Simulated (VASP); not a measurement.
# Cd (Fd-3m) in VASP: a series of runs

The runs below take Cd through single point, relaxation of cell and atoms, with PBEsol.

All numbers are computed with VASP 6.6.1; they aren't measurements. Logs are shortened: lines on timing, memory, paths and dates and some standing lists are left out, and cuts for length are marked.

### Step 1. The cell of the first run

Symmetry: Fd-3m, No. 227, cubic system. Conventional cell: a = 6.442 Å, b = 6.442 Å, c = 6.442 Å, α = 90.00°, β = 90.00°, γ = 90.00°. Cd (site symmetry -43m) has 4 Cd at 2.79 Å within 3.7 Å.

This isn't the form of Cd at room conditions, which is hcp.

### Step 2. Single point, PBEsol (33.41 Å³/atom)

Input file INCAR:

```
SYSTEM = Cd
PREC = Accurate
ENCUT = 520
EDIFF = 1E-7
ISMEAR = -1
SIGMA = 0.1
LREAL = .False.
LASPH = .True.
NELM = 80
ALGO = Normal
ISIF = 2
LWAVE = .False.
LCHARG = .False.
GGA = PS
NBANDS = 19
```

Input file KPOINTS:

```
Automatic mesh
0
Gamma
  10 10 10
  0 0 0
```

Input file POSCAR:

```
Cd
1.0
    0.0000000000      3.2208476881      3.2208476881
    3.2208476881      0.0000000000      3.2208476881
    3.2208476881      3.2208476881      0.0000000000
Cd
2
Direct
    0.1250000000      0.1250000000      0.1250000000
    0.8750000000      0.8750000000      0.8750000000
```

Potentials or basis: VASP PAW PBE potentials, release 64 (Cd).

Command:

```sh
$ cat potpaw_PBE.64/Cd/POTCAR > POTCAR
$ mpirun -np 1 vasp_std > vasp.out
```

OUTCAR:

```text
SYSTEM = Cd
   PREC = Accurate
   ENCUT = 520
   EDIFF = 1E-7
   ISMEAR = -1
   LREAL = .False.
   LASPH = .True.
   NELM = 80
   ISIF = 2
   GGA = PS

 ion  position               nearest neighbor table
   1  0.125  0.125  0.125-   2 2.79   2 2.79   2 2.79   2 2.79
   2  0.875  0.875  0.875-   1 2.79   1 2.79   1 2.79   1 2.79

  LATTYP: Found a face centered cubic cell.
 ALAT       =     6.4416953762

  Lattice vectors:

 A1 = (   0.0000000000,   3.2208476881,   3.2208476881)
 A2 = (   3.2208476881,   0.0000000000,   3.2208476881)
 A3 = (   3.2208476881,   3.2208476881,   0.0000000000)

Analysis of symmetry for initial positions (statically):
=====================================================================
 Subroutine PRICEL returns:
 Original cell was already a primitive cell.

 Routine SETGRP: Setting up the symmetry group for a
 face centered cubic supercell.

 Subroutine GETGRP returns: Found 48 space group operations
 (whereof 12 operations were pure point group operations)
 out of a pool of 48 trial point group operations.

The static configuration has the point symmetry D_3d.
 The point group associated with its full space group is O_h .

Analysis of symmetry for dynamics (positions and initial velocities):
=====================================================================
 Subroutine PRICEL returns:
 Original cell was already a primitive cell.

 Routine SETGRP: Setting up the symmetry group for a
 face centered cubic supercell.

 Subroutine GETGRP returns: Found 48 space group operations
 (whereof 12 operations were pure point group operations)
 out of a pool of 48 trial point group operations.

The dynamic configuration has the point symmetry D_3d.
 The point group associated with its full space group is O_h .

 Subroutine INISYM returns: Found 48 space group operations
 (whereof 12 operations are pure point group operations),
 and found     1 'primitive' translations

----------------------------------------------------------------------------------------

                                     Primitive cell

  volume of cell :      66.8252

  direct lattice vectors                    reciprocal lattice vectors
     0.000000000  3.220847688  3.220847688    -0.155238635  0.155238635  0.155238635
     3.220847688  0.000000000  3.220847688     0.155238635 -0.155238635  0.155238635
[... 81 lines left out ...]
   LSORBIT =      F    spin-orbit coupling
   LASPH  =      T    aspherical Exc in radial PAW
   ENCUT  =  520.0 eV  38.22 Ry    6.18 a.u.   8.47  8.47  8.47*2*pi/ulx,y,z
   NELM   =     80;   NELMIN=  2; NELMDL= -5     # of ELM steps
   EDIFF  = 0.1E-06   stopping-criterion for ELM
   LREAL  =      F    real-space projection
   EDIFFG = 0.1E-05   stopping-criterion for IOM
   NSW    =      0    number of steps for IOM
   IBRION =     -1    ionic relax: 0-MD 1-quasi-New 2-CG
   NFREE  =      0    steps in history (QN), initial steepest desc. (CG)
   ISIF   =      2    stress and relaxation
   ISYM   =      2    0-nonsym 1-usesym 2-fastsym
   POTIM  = 0.5000    time-step for ionic-motion
   TEBEG  =    0.0;   TEEND  =   0.0 temperature during run
   PSTRESS=    0.0 pullay stress
   NELECT =      24.0000    total number of electrons
   NUPDOWN=      -1.0000    fix difference up-down
   EMIN   =  10.00;   EMAX   =-10.00  energy-range for DOS
   EFERMI =   0.00;   METHOD = LEGACY
   ISMEAR =    -1;   SIGMA  =   0.10  broadening in eV -4-tet -1-fermi 0-gaus
   EFERMI_NEDOS =   21; number of points for ismear=-14 and -15
   IALGO  =     38    algorithm
   IMIX   =      4    mixing-type and parameters
     AMIX     =   0.40;   BMIX     =  1.00
     AMIX_MAG =   1.60;   BMIX_MAG =  1.00
  volume/ion in A,a.u.               =      33.41       225.48
  Fermi-wavevector in a.u.,A,eV,Ry     =   1.163675  2.199027 18.424188  1.354140
  Thomas-Fermi vector in A             =   2.300222
   LORBIT       =      0    0 simple, 1 ext, 2 COOP (PROOUT), +10 PAW based schemes
   GGA     = PS    functional components
   LHFCALC =     F    Hartree Fock is set to
   AEXX    =    0.0000 exact exchange contribution
   IVDW    =     0    specifies the selected vdW correction
   LEPSILON=     F    determine dielectric tensor
   LRPA    =     F    only Hartree local field effects (RPA)
 non-spin polarized calculation
  energy-cutoff  :      520.00
  volume of cell :       66.83
 maximum number of plane-waves:      1824
 NGX is ok and might be reduce to    36
   NGX = 17   NGY = 17   NGZ = 17

 number of electron      23.9999988 magnetization

 Free energy of the ion-electron system (eV)
  ---------------------------------------------------
  ext. energy  EPLUGINS =         0.00000000
  ---------------------------------------------------
  free energy    TOTEN  =        -1.46729373 eV

  energy without entropy =       -1.42916745  energy(sigma->0) =       -1.44823059

 E-fermi :   0.2808     XC(G=0):  -8.8058

 val. band max:        0.2347700038   @ k =  -0.4000   0.4000   0.1000
 cond. band min:       0.2844349993   @ k =  -0.3000   0.3000   0.1000
 fundamental gap:      0.0496649955
 Fermi energy:         0.2807921555

 k-point     1 :       0.0000    0.0000    0.0000
  band No.  band energies     occupation
      1      -8.9300      2.00000
      2      -8.9300      2.00000
      3      -8.9300      2.00000
      4      -8.8674      2.00000
      5      -8.8674      2.00000
      6      -8.0776      2.00000
[... 505 lines left out ...]
      6      -8.4340      2.00000
[... 11 lines left out ...]
     18      10.5356      0.00000
     19      12.6145      0.00000

 [... further k-points ...]

------------------------ aborting loop because EDIFF is reached ----------------------------------------

  FORCE on cell =-STRESS in cart. coord.  units (eV):
  Direction    XX          YY          ZZ          XY          YZ          ZX
  --------------------------------------------------------------------------------------
  -------------------------------------------------------------------------------------
  Total        0.1411662      0.1411662      0.1411662      0.0000000      0.0000000     -0.0000000
  in kB        3.3845486      3.3845486      3.3845486      0.0000000      0.0000000     -0.0000000
  external PRESSURE =       3.3845486 kB  Pullay stress =       0.0000000 kB

 VOLUME and BASIS-vectors are now :
 -----------------------------------------------------------------------------
  energy-cutoff  :      520.00
  volume of cell :       66.83
      direct lattice vectors                 reciprocal lattice vectors
     0.000000000  3.220847688  3.220847688    -0.155238635  0.155238635  0.155238635
     3.220847688  0.000000000  3.220847688     0.155238635 -0.155238635  0.155238635
     3.220847688  3.220847688  0.000000000     0.155238635  0.155238635 -0.155238635

 POSITION                                       TOTAL-FORCE (eV/Angst)
 -----------------------------------------------------------------------------------
      0.80521      0.80521      0.80521         0.000000     -0.000000      0.000000
      5.63648      5.63648      5.63648        -0.000000      0.000000     -0.000000
 -----------------------------------------------------------------------------------
    total drift:                                0.000000      0.000000      0.000000

  FREE ENERGIE OF THE ION-ELECTRON SYSTEM (eV)
  ---------------------------------------------------
  free  energy   TOTEN  =        -1.4672937291 eV

  energy  without entropy=       -1.4291674484  energy(sigma->0) =       -1.44823059
```

Wall time 36 s (1 thread of Intel Xeon Platinum 8488C (Sapphire Rapids), shared host); peak memory 0.22 GiB.

What came out:

| Property | Result |
| --- | --- |
| Free energy | -1.4673 eV |
| Pressure | 0.3 GPa |
| Band gap on the k mesh | zero (bands 12 and 13 overlap by 5.22 eV) |

Caveat: the PAW data sets were made with another functional, which shifts forces and pressure a little.

### Step 3. Single point, PBEsol (34.75 Å³/atom)

This run uses another cell than the first one, of 34.75 Å³/atom.

Input file INCAR:

```
PREC = Accurate
ENCUT = 520
EDIFF = 1E-7
ISMEAR = -1
SIGMA = 0.1
LREAL = False
LASPH = True
NELM = 80
ALGO = Normal
ISIF = 2
LWAVE = False
LCHARG = True
GGA = PS
LELF = True
LVHAR = True
NBANDS = 19
```

Input file KPOINTS:

```
Automatic mesh
0
Gamma
  10 10 10
```

Input file POSCAR:

```
Cd
1.0
    0.0000000000      3.2632321235      3.2632321235
    3.2632321235      0.0000000000      3.2632321235
    3.2632321235      3.2632321235      0.0000000000
Cd
2
Direct
    0.1250000000      0.1250000000      0.1250000000
    0.8750000000      0.8750000000      0.8750000000
```

Potentials or basis: VASP PAW PBE potentials, release 64 (Cd).

Command:

```sh
$ cat potpaw_PBE.64/Cd/POTCAR > POTCAR
$ mpirun -np 1 vasp_std > vasp.out
```

Wall time 40 s (1 thread of Intel Xeon Platinum 8488C (Sapphire Rapids), shared host); peak memory 0.22 GiB.

It converged, with:

- Free energy: -1.4657 eV
- Pressure: -0.5 GPa
- Band gap on the k mesh: zero (bands 12 and 13 overlap by 4.99 eV)

Levels at points of the mesh, in eV from the Fermi level:
```tsv
k point	band 10	band 11	band 12	band 13	band 14	band 15
(0.00, 0.00, 0.00)	-8.16	-6.57	4.57	4.57	4.57	5.42
(0.50, 0.00, 0.00)	-8.14	-4.30	-2.58	2.89	2.89	4.62
(0.50, 0.50, 0.00)	-8.08	-2.90	-2.90	0.99	0.99	3.83
```

Caveat: the PAW data sets were made with another functional, which shifts forces and pressure a little.

(Continued in part 2 of 2.)
